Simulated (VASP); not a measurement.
# WS2 (P6_3/mmc) in VASP: further runs

Runs on WS2. Level: r2SCAN. Tasks: single point.

Everything below comes from runs of VASP 6.6.1. Logs are shortened: lines on timing, memory, paths and dates and some standing lists are left out, and cuts for length are marked.

### Step 1. The cell of the first run

Symmetry: P6_3/mmc, No. 194, hexagonal system. The conventional cell has a = 3.184 Å, b = 3.184 Å, c = 12.978 Å, α = 90.00°, β = 90.00°, γ = 120.00°. W (site symmetry -6m2) has 6 S at 2.41 Å and 6 W at 3.18 Å within 3.2 Å. Within 3.2 Å of S (site symmetry 3m) lie 3 W at 2.41 Å and 7 S at 3.12 to 3.18 Å.

### Step 2. Single point, r2SCAN

Input file POSCAR:

```
WS2
1.0
    3.1842228900      0.0000000000      0.0000000000
   -1.5921114500      2.7576179200      0.0000000000
    0.0000000000      0.0000000000     12.9782823600
W S
2 4
Direct
    0.3333333300      0.6666666700      0.2500000000
    0.6666666700      0.3333333300      0.7500000000
    0.3333333300      0.6666666700      0.6298049400
    0.6666666700      0.3333333300      0.1298049400
    0.3333333300      0.6666666700      0.8701950600
    0.6666666700      0.3333333300      0.3701950600
```

Input file INCAR.step1:

```
SYSTEM = WS2
PREC = Accurate
ENCUT = 520
ISMEAR = 0
SIGMA = 0.1
LREAL = .FALSE.
LASPH = .TRUE.
NELM = 60
NBANDS = 35
GGA = PE
ALGO = Normal
EDIFF = 1E-4
LWAVE = .TRUE.
LCHARG = .FALSE.
```

Input file INCAR.step2:

```
SYSTEM = WS2
PREC = Accurate
ENCUT = 520
EDIFF = 1E-6
ISMEAR = 0
SIGMA = 0.1
LREAL = .FALSE.
LASPH = .TRUE.
NELM = 60
ALGO = Normal
ISIF = 2
LWAVE = .FALSE.
LCHARG = .FALSE.
METAGGA = R2SCAN
LMIXTAU = .TRUE.
NBANDS = 35
ISTART = 1
```

Input file KPOINTS:

```
Automatic mesh
0
G
  6 6 2
  0 0 0
```

Potentials or basis: VASP PAW PBE potentials, release 64 (W_sv, S).

Run with:

```
$ cat potpaw_PBE.64/W_sv/POTCAR potpaw_PBE.64/S/POTCAR > POTCAR
$ cp INCAR.step1 INCAR
$ mpirun -np 1 vasp_std > vasp.out
$ cp INCAR.step2 INCAR
$ mpirun -np 1 vasp_std > vasp.out
```

OUTCAR:

```text
SYSTEM = WS2
   PREC = Accurate
   ENCUT = 520
   EDIFF = 1E-6
   ISMEAR = 0
   LREAL = .FALSE.
   LASPH = .TRUE.
   NELM = 60
   ISIF = 2
   METAGGA = R2SCAN
   ISTART = 1

 ion  position               nearest neighbor table
   1  0.333  0.667  0.250-   4 2.41   6 2.41   4 2.41   6 2.41   4 2.41   6 2.41
   2  0.667  0.333  0.750-   3 2.41   5 2.41   3 2.41   5 2.41   3 2.41   5 2.41
   3  0.333  0.667  0.630-   2 2.41   2 2.41   2 2.41
   4  0.667  0.333  0.130-   1 2.41   1 2.41   1 2.41
   5  0.333  0.667  0.870-   2 2.41   2 2.41   2 2.41
   6  0.667  0.333  0.370-   1 2.41   1 2.41   1 2.41

  LATTYP: Found a hexagonal cell.
 ALAT       =     3.1842228900
 C/A-ratio  =     4.0758083866

  Lattice vectors:

 A1 = (   3.1842228900,   0.0000000000,   0.0000000000)
 A2 = (  -1.5921114500,   2.7576179200,   0.0000000000)
 A3 = (   0.0000000000,   0.0000000000,  12.9782823600)

Analysis of symmetry for initial positions (statically):
=====================================================================
 Subroutine PRICEL returns:
 Original cell was already a primitive cell.

 Routine SETGRP: Setting up the symmetry group for a
 hexagonal supercell.

 Subroutine GETGRP returns: Found 24 space group operations
 (whereof 12 operations were pure point group operations)
 out of a pool of 24 trial point group operations.

The static configuration has the point symmetry D_3d.
 The point group associated with its full space group is D_6h.

Analysis of symmetry for dynamics (positions and initial velocities):
=====================================================================
 Subroutine PRICEL returns:
 Original cell was already a primitive cell.

 Routine SETGRP: Setting up the symmetry group for a
 hexagonal supercell.

 Subroutine GETGRP returns: Found 24 space group operations
 (whereof 12 operations were pure point group operations)
 out of a pool of 24 trial point group operations.

The dynamic configuration has the point symmetry D_3d.
 The point group associated with its full space group is D_6h.

 Subroutine INISYM returns: Found 24 space group operations
 (whereof 12 operations are pure point group operations),
 and found     1 'primitive' translations

----------------------------------------------------------------------------------------

                                     Primitive cell

  volume of cell :     113.9606

  direct lattice vectors                    reciprocal lattice vectors
     3.184222890  0.000000000  0.000000000     0.314048367  0.181315910  0.000000000
    -1.592111450  2.757617920  0.000000000     0.000000000  0.362631818  0.000000000
     0.000000000  0.000000000 12.978282360     0.000000000  0.000000000  0.077051799

  length of vectors
     3.184222890  3.184222898 12.978282360     0.362631819  0.362631818  0.077051799

  position of ions in fractional coordinates (direct lattice)
     0.333333330  0.666666670  0.250000000
     0.666666670  0.333333330  0.750000000
     0.333333330  0.666666670  0.629804940
     0.666666670  0.333333330  0.129804940
     0.333333330  0.666666670  0.870195060
     0.666666670  0.333333330  0.370195060

  ion indices of the primitive-cell ions
   primitive index   ion index
                 1           1
                 2           2
                 3           3
                 4           4
                 5           5
                 6           6

----------------------------------------------------------------------------------------

 KPOINTS: Automatic mesh

Automatic generation of k-mesh.
 Grid dimensions read from file:
 generate k-points for:    6    6    2

 Generating k-lattice:

  Cartesian coordinates                     Fractional coordinates (reciprocal lattice)
     0.052341395  0.030219318  0.000000000     0.166666667  0.000000000  0.000000000
     0.000000000  0.060438636  0.000000000     0.000000000  0.166666667  0.000000000
     0.000000000  0.000000000  0.038525899     0.000000000  0.000000000  0.500000000

  Length of vectors
     0.060438636  0.060438636  0.038525899

  Shift w.r.t. Gamma in fractional coordinates (k-lattice)
     0.000000000  0.000000000  0.000000000

 Subroutine IBZKPT returns following result:
 ===========================================

 Found     14 irreducible k-points:

 Following reciprocal coordinates:
            Coordinates               Weight
  0.000000  0.000000  0.000000      1.000000
  0.166667  0.000000  0.000000      6.000000
  0.333333  0.000000  0.000000      6.000000
  0.500000  0.000000  0.000000      3.000000
  0.166667  0.166667  0.000000      6.000000
  0.333333  0.166667  0.000000     12.000000
  0.333333  0.333333  0.000000      2.000000
  0.000000  0.000000  0.500000      1.000000
  0.166667  0.000000  0.500000      6.000000
  0.333333  0.000000  0.500000      6.000000
  0.500000  0.000000  0.500000      3.000000
  0.166667  0.166667  0.500000      6.000000
  0.333333  0.166667  0.500000     12.000000
  0.333333  0.333333  0.500000      2.000000
   k-points           NKPTS =     14   k-points in BZ     NKDIM =     14   number of bands    NBANDS=     35
   number of dos      NEDOS =    301   number of ions     NIONS =      6
   total plane-waves  NPLWV =  56448
   dimension x,y,z NGX =    24 NGY =   24 NGZ =   98
   dimension x,y,z NGXF=    48 NGYF=   48 NGZF=  196
   ions per type =               2   4
   NGX,Y,Z   is equivalent  to a cutoff of  12.53, 12.53, 12.55 a.u.
   NGXF,Y,Z  is equivalent  to a cutoff of  25.06, 25.06, 25.11 a.u.
 SYSTEM =  WS2
   PREC   = accura    normal or accurate (medium, high low for compatibility)
   ISTART =      1    job   : 0-new  1-cont  2-samecut
   ICHARG =      0    charge: 1-file 2-atom 10-const
   ISPIN  =      1    spin polarized calculation?
   LNONCOLLINEAR =      F non collinear calculations
   LSORBIT =      F    spin-orbit coupling
   LASPH  =      T    aspherical Exc in radial PAW
   ENCUT  =  520.0 eV  38.22 Ry    6.18 a.u.   5.92  5.92 24.13*2*pi/ulx,y,z
   NELM   =     60;   NELMIN=  2; NELMDL=  0     # of ELM steps
   EDIFF  = 0.1E-05   stopping-criterion for ELM
   LREAL  =      F    real-space projection
   EDIFFG = 0.1E-04   stopping-criterion for IOM
   NSW    =      0    number of steps for IOM
   IBRION =     -1    ionic relax: 0-MD 1-quasi-New 2-CG
   NFREE  =      0    steps in history (QN), initial steepest desc. (CG)
   ISIF   =      2    stress and relaxation
   ISYM   =      2    0-nonsym 1-usesym 2-fastsym
   POTIM  = 0.5000    time-step for ionic-motion
   TEBEG  =    0.0;   TEEND  =   0.0 temperature during run
   PSTRESS=    0.0 pullay stress
   NELECT =      52.0000    total number of electrons
   NUPDOWN=      -1.0000    fix difference up-down
   EMIN   =  10.00;   EMAX   =-10.00  energy-range for DOS
   EFERMI =   0.00;   METHOD = LEGACY
   ISMEAR =     0;   SIGMA  =   0.10  broadening in eV -4-tet -1-fermi 0-gaus
   EFERMI_NEDOS =   21; number of points for ismear=-14 and -15
   IALGO  =     38    algorithm
   IMIX   =      4    mixing-type and parameters
     AMIX     =   0.40;   BMIX     =  1.00
     AMIX_MAG =   1.60;   BMIX_MAG =  1.00
  volume/ion in A,a.u.               =      18.99       128.17
  Fermi-wavevector in a.u.,A,eV,Ry     =   1.260350  2.381715 21.612597  1.588481
  Thomas-Fermi vector in A             =   2.393864
   LORBIT       =      0    0 simple, 1 ext, 2 COOP (PROOUT), +10 PAW based schemes
   METAGGA = R2SCAN    functional components
   LHFCALC =     F    Hartree Fock is set to
   AEXX    =    0.0000 exact exchange contribution
   IVDW    =     0    specifies the selected vdW correction
   LEPSILON=     F    determine dielectric tensor
   LRPA    =     F    only Hartree local field effects (RPA)
 non-spin polarized calculation
 Gauss-broadening in eV      SIGMA  =   0.10
  energy-cutoff  :      520.00
  volume of cell :      113.96
 maximum number of plane-waves:      3088
 NGX is ok and might be reduce to    24
   NGX = 11   NGY = 11   NGZ = 49

 number of electron      51.9999999 magnetization

 Free energy of the ion-electron system (eV)
  ---------------------------------------------------
  ext. energy  EPLUGINS =         0.00000000
  ---------------------------------------------------
  free energy    TOTEN  =      -140.16164331 eV

  energy without entropy =     -140.16164331  energy(sigma->0) =     -140.16164331

 E-fermi :   7.0589     XC(G=0): -11.1758

 val. band max:        6.3912587392   @ k =   0.0000   0.0000   0.0000
 cond. band min:       7.7382890022   @ k =   0.1667   0.1667   0.0000
 fundamental gap:      1.3470302630
 Fermi energy:         7.0589011484

 k-point     1 :       0.0000    0.0000    0.0000
  band No.  band energies     occupation
      1     -70.1223      2.00000
      2     -70.1222      2.00000
      3     -33.7103      2.00000
      4     -33.7103      2.00000
      5     -33.5551      2.00000
      6     -33.5551      2.00000
[... 27 lines left out ...]
     34       9.1137      0.00000
     35      11.5896      0.00000

 k-point     2 :       0.1667    0.0000    0.0000
  band No.  band energies     occupation
      1     -70.1175      2.00000
      2     -70.1175      2.00000
      3     -33.6937      2.00000
      4     -33.6936      2.00000
      5     -33.6453      2.00000
      6     -33.6453      2.00000
[... 27 lines left out ...]
     34       9.6777      0.00000
     35      13.1827      0.00000

 k-point     3 :       0.3333    0.0000    0.0000
  band No.  band energies     occupation
      1     -70.1081      2.00000
      2     -70.1080      2.00000
      3     -33.8216      2.00000
      4     -33.8216      2.00000
      5     -33.6602      2.00000
      6     -33.6602      2.00000
[... 27 lines left out ...]
     34      10.6627      0.00000
     35      12.7679      0.00000
[... 343 lines left out ...]
 k-point    13 :       0.3333    0.1667    0.5000
  band No.  band energies     occupation
      1     -70.1033      2.00000
      2     -70.1033      2.00000
      3     -33.8639      2.00000
      4     -33.8639      2.00000
      5     -33.6841      2.00000
      6     -33.6841      2.00000
[... 27 lines left out ...]
     34      11.0129      0.00000
     35      12.6381      0.00000

 k-point    14 :       0.3333    0.3333    0.5000
  band No.  band energies     occupation
      1     -70.1009      2.00000
      2     -70.1009      2.00000
      3     -33.8192      2.00000
      4     -33.8192      2.00000
      5     -33.7839      2.00000
      6     -33.7839      2.00000
[... 27 lines left out ...]
     34      11.6118      0.00000
     35      13.1985      0.00000

------------------------ aborting loop because EDIFF is reached ----------------------------------------

  FORCE on cell =-STRESS in cart. coord.  units (eV):
  Direction    XX          YY          ZZ          XY          YZ          ZX
  --------------------------------------------------------------------------------------
  -------------------------------------------------------------------------------------
  Total       -0.0745043     -0.0745043      0.0022575      0.0000000      0.0000000     -0.0000000
  in kB       -1.0474593     -1.0474593      0.0317380      0.0000000      0.0000000     -0.0000000
  external PRESSURE =      -0.6877269 kB  Pullay stress =       0.0000000 kB

 VOLUME and BASIS-vectors are now :
 -----------------------------------------------------------------------------
  energy-cutoff  :      520.00
  volume of cell :      113.96
      direct lattice vectors                 reciprocal lattice vectors
     3.184222890  0.000000000  0.000000000     0.314048367  0.181315910  0.000000000
    -1.592111450  2.757617920  0.000000000     0.000000000  0.362631818  0.000000000
     0.000000000  0.000000000 12.978282360     0.000000000  0.000000000  0.077051799

 POSITION                                       TOTAL-FORCE (eV/Angst)
 -----------------------------------------------------------------------------------
     -0.00000      1.83841      3.24457         0.000000      0.000000      0.000000
      1.59211      0.91921      9.73371         0.000000     -0.000000      0.000000
     -0.00000      1.83841      8.17379        -0.000000      0.000000      0.007113
      1.59211      0.91921      1.68465        -0.000000     -0.000000      0.007113
     -0.00000      1.83841     11.29364        -0.000000      0.000000     -0.007113
      1.59211      0.91921      4.80450        -0.000000     -0.000000     -0.007113
 -----------------------------------------------------------------------------------
    total drift:                               -0.000010      0.000006     -0.000000

  FREE ENERGIE OF THE ION-ELECTRON SYSTEM (eV)
  ---------------------------------------------------
  free  energy   TOTEN  =      -140.1616433124 eV

  energy  without entropy=     -140.1616433124  energy(sigma->0) =     -140.16164331
```

Wall time 3 min (1 thread of AMD EPYC 7R13 (Zen 3), shared host); peak memory 0.22 GiB.

Results:

```yaml
Free_energy: -140.1616 eV
Pressure: -0.1 GPa
Largest_force: 0.007 eV/Å
Band_gap_on_the_k_mesh: 1.35 eV (least direct gap 1.87 eV)
```

Forces on the atoms (eV/Å):
```
W    0.000  0.000  0.000
W    0.000  0.000  0.000
S    0.000  0.000  0.007
S    0.000  0.000  0.007
S    0.000  0.000 -0.007
S    0.000  0.000 -0.007
```

Levels at points of the mesh, in eV from the valence-band top:
| k point | band 23 | band 24 | band 25 | band 26 | band 27 | band 28 | band 29 | band 30 |
| --- | --- | --- | --- | --- | --- | --- | --- | --- |
| (0.00, 0.00, 0.00) | -2.31 | -1.87 | -0.94 | 0.00 | 2.52 | 2.52 | 2.52 | 2.52 |
| (0.50, 0.00, 0.00) | -2.03 | -1.93 | -1.59 | -1.48 | 2.44 | 2.46 | 2.82 | 2.99 |
| (0.00, 0.00, 0.50) | -2.32 | -2.32 | -0.31 | -0.31 | 2.52 | 2.52 | 2.52 | 2.52 |
| (0.50, 0.00, 0.50) | -1.98 | -1.98 | -1.53 | -1.53 | 2.45 | 2.45 | 2.91 | 2.91 |

Caveat: the PAW data sets were made with another functional, which shifts forces and pressure a little; spin-orbit coupling is left out, which moves the levels of the heavy elements. A k mesh can miss the band edges.

### Step 3. Single point, r2SCAN

This run uses another cell than the first one, of 19.09 Å³/atom.

Input file POSCAR:

```
WS2
1.0
    3.1816189138      0.0000000029      0.0000000000
   -1.5908094594      2.7553628031      0.0000000000
    0.0000000000      0.0000000000     13.0673796469
W S
2 4
Direct
    0.3333333333      0.6666666667      0.2500000000
    0.6666666667      0.3333333333      0.7500000000
    0.3333333333      0.6666666667      0.6306574650
    0.6666666667      0.3333333333      0.1306574650
    0.3333333333      0.6666666667      0.8693425350
    0.6666666667      0.3333333333      0.3693425350
```

Input file INCAR.step1:

```
PREC = Accurate
ENCUT = 520
ISMEAR = 0
SIGMA = 0.02
LREAL = F
LASPH = T
NELM = 80
NBANDS = 35
GGA = PE
ALGO = Normal
EDIFF = 1E-4
LWAVE = T
LCHARG = F
```

Input file INCAR.step2:

```
PREC = Accurate
ENCUT = 520
EDIFF = 1E-6
ISMEAR = 0
SIGMA = 0.02
LREAL = F
LASPH = T
NELM = 80
ALGO = Normal
ISIF = 2
LWAVE = F
LCHARG = T
METAGGA = R2SCAN
LMIXTAU = T
LELF = T
LVHAR = T
NBANDS = 35
ISTART = 1
```

Input file KPOINTS:

```
Automatic mesh
0
Gamma
  12 12 2
```

Potentials or basis: VASP PAW PBE potentials, release 64 (W_sv, S).

Run with:

```
$ cat potpaw_PBE.64/W_sv/POTCAR potpaw_PBE.64/S/POTCAR > POTCAR
$ cp INCAR.step1 INCAR
$ mpirun -np 1 vasp_std > vasp.out
$ cp INCAR.step2 INCAR
$ mpirun -np 1 vasp_std > vasp.out
```

Wall time 7.5 min (1 thread of AMD EPYC 7R13 (Zen 3), shared host); peak memory 0.28 GiB.

Results (log left out):

```yaml
Free_energy: -140.1663 eV
Pressure: 0.2 GPa
Largest_force: 0.021 eV/Å
Band_gap_on_the_k_mesh: 1.38 eV (least direct gap 1.88 eV)
```

Forces on the atoms (eV/Å):
```
W    0.000  0.000  0.000
W    0.000  0.000  0.000
S    0.000  0.000 -0.021
S    0.000  0.000 -0.021
S    0.000  0.000  0.021
S    0.000  0.000  0.021
```

Stress tensor (GPa, compression positive):
```
0.20 0.00 0.00
0.00 0.20 0.00
0.00 0.00 0.12
```

Levels at points of the mesh, in eV from the valence-band top:
| k point | band 24 | band 25 | band 26 | band 27 | band 28 | band 29 |
| --- | --- | --- | --- | --- | --- | --- |
| (0.00, 0.00, 0.00) | -1.89 | -0.91 | 0.00 | 2.55 | 2.55 | 2.56 |
| (0.50, 0.00, 0.00) | -1.91 | -1.56 | -1.47 | 2.47 | 2.50 | 2.86 |
| (0.00, 0.00, 0.50) | -2.30 | -0.31 | -0.31 | 2.55 | 2.55 | 2.55 |
| (0.50, 0.00, 0.50) | -1.95 | -1.51 | -1.51 | 2.48 | 2.48 | 2.95 |

Caveat: the PAW data sets were made with another functional, which shifts forces and pressure a little; spin-orbit coupling is left out, which moves the levels of the heavy elements.

(Continued in part 2 of 2.)
